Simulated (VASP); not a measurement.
Set up this calculation in VASP 6.6.1, as the native input.

| Property | Result |
| --- | --- |
| Task | single point |
| Functional | PBEsol |
| Dispersion | D3(BJ) |
| Potentials or basis | VASP PAW PBE potentials, release 64 (Al) |
| Cutoff | 520 eV |
| k mesh | 20 × 20 × 20 |
| Occupations | gaussian, width 0.15 eV |
| Spin | no spin polarisation |
| Dipole correction | no |
| Further INCAR settings | ALGO = Normal; EDIFF = 1e-06; NBANDS = 8 |

The structure of Al lies in POSCAR:

```
Al
1.0
    0.0000000000      1.9632606000      2.0239800000
    1.9632606000      0.0000000000      2.0239800000
    1.9632606000      1.9632606000      0.0000000000
Al
1
Direct
    0.0000000000      0.0000000000      0.0000000000
```

This cell differs from its parent crystal: strain -0.030 along x and y, +0.000 along z.

These files were run (other wordings do the same):

INCAR

```
SYSTEM = Al
PREC = Accurate
ENCUT = 520
EDIFF = 1E-6
ISMEAR = 0
SIGMA = 0.15
LREAL = .FALSE.
LASPH = .TRUE.
NELM = 100
ALGO = Normal
ISIF = 2
LWAVE = .FALSE.
LCHARG = .TRUE.
GGA = PS
IVDW = 12
LELF = .TRUE.
LVHAR = .TRUE.
NBANDS = 8
```

KPOINTS

```
regular mesh
0
G
  20 20 20
  0 0 0
```

Potentials or basis: VASP PAW PBE potentials, release 64 (Al).

Launch:

```sh
$ cat potpaw_PBE.64/Al/POTCAR > POTCAR
$ mpirun -np 1 vasp_std > vasp.out
```

Results of the run:

* Pressure: -0.2 GPa
* Band gap on the k mesh: zero (an odd number of electrons rules out a gap without spin polarisation)
* Dispersion energy per atom: -0.336 eV

Caveat: the cell differs from its parent crystal (strain -0.030 along x and y, +0.000 along z); the PAW data sets were made with another functional, which shifts forces and pressure a little.

It took 76 s on 1 thread of Intel Xeon 8259CL (shared host), peak memory 0.2 GiB.
